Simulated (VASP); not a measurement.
# La5Lu2F: single point with PBE

The system is La5Lu2F.

```
La Lu F
1.0
     3.69712   -0.00017    0.00094
    -1.84869    3.20029   -0.00122
     0.00561   -0.00505   20.97049
La Lu F
5 2 1
Direct
  0.99996 0.00078 0.22646
  0.66719 0.33333 0.92064
  0.33361 0.66691 0.07931
  0.00045 0.00022 0.77356
  0.99930 0.99945 0.50002
  0.66606 0.33298 0.36337
  0.33303 0.66634 0.63668
  0.00041 0.99998 0.99996
```

```
Program                : VASP 6.6.1
Task                   : single point
Functional             : PBE
Potentials or basis    : VASP PAW PBE potentials, release 64 (La, Lu, F)
Cutoff                 : 520 eV
k mesh                 : 6 × 6 × 1
Occupations            : gaussian, width 0.2 eV
Spin                   : no spin polarisation
Dipole correction      : no
Further INCAR settings : ALGO = Normal; EDIFF = 1e-06; NBANDS = 66
```

The pressure is 0.1 GPa. The largest force is 0.004 eV/Å and the band gap on the k mesh is zero (bands 56 and 57 overlap by 0.86 eV).

Forces on the atoms (eV/Å):
```
La   0.001 -0.002  0.004
La  -0.001 -0.001  0.004
La   0.000  0.000 -0.003
La  -0.001 -0.001 -0.004
La   0.001  0.001  0.000
Lu   0.000  0.001 -0.003
Lu   0.000  0.001  0.001
F    0.000  0.001  0.001
```

Levels at points of the mesh, in eV from the Fermi level:
```
           k point  band 53  band 54  band 55  band 56  band 57  band 58  band 59  band 60
(0.00, 0.00, 0.00)    -1.11     0.40     0.63     0.80     0.95     1.31     1.36     1.37
(0.50, 0.00, 0.00)    -0.94    -0.87    -0.82    -0.65     0.19     0.50     0.66     0.76
(0.00, 0.50, 0.00)    -0.94    -0.87    -0.82    -0.65     0.19     0.50     0.66     0.77
(0.50, 0.50, 0.00)    -0.94    -0.86    -0.82    -0.65     0.19     0.50     0.66     0.76
```

Run time: 12 min on 1 thread of AMD EPYC 7R43 64-Core Processor (Zen 3), on a shared host, peak memory 0.47 GiB.

Caveat: spin-orbit coupling is left out, which moves the levels of the heavy elements.
